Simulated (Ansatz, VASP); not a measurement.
# One calculation of ReSbC3, two programs

```
Re Sb C
1.0
     4.08039    0.00000    0.00000
     0.00000    4.08039    0.00000
     0.00000    0.00000    4.08039
Re Sb C
1 1 3
Direct
  0.50000 0.50000 0.50000
  0.00000 0.00000 0.00000
  0.00000 0.50000 0.50000
  0.50000 0.00000 0.50000
  0.50000 0.50000 0.00000
```

Change from the starting cell: species swapped into the ErBRh3 type (Pm-3m, No. 221).

Alike in both runs: functional PBE; k mesh 4 × 4 × 4; occupations gaussian, width 0.1 eV; no spin polarisation.

Ansatz relaxed the structure, and its values are those at the end. VASP's run is a single point on that final structure, the one shown.

|  | VASP | Ansatz |
| --- | --- | --- |
| version | VASP 6.6.1 | Ansatz 0.2.0 |
| potentials or method | VASP PAW PBE potentials, release 64 (Re_sv_GW, Sb_d_GW, C), cutoff 600 eV | scalar-relativistic, plane waves, PAW |
| valence electrons in the cell | 42 | 42 |

Ansatz gave:

* gap on the k mesh at the Fermi level (eV): none
* pressure (GPa): -0.2

Question: Estimate VASP's values.

Answer: gap on the k mesh at the Fermi level (eV): none; pressure (GPa): -0.4.

A gap of «none» marks a metal or a gap that the smearing closes. The functional is the same, so the differences come from potentials, cutoffs and numerics.

The k mesh is coarse, so the values compare programs but aren't converged. Spin-orbit coupling is off throughout.
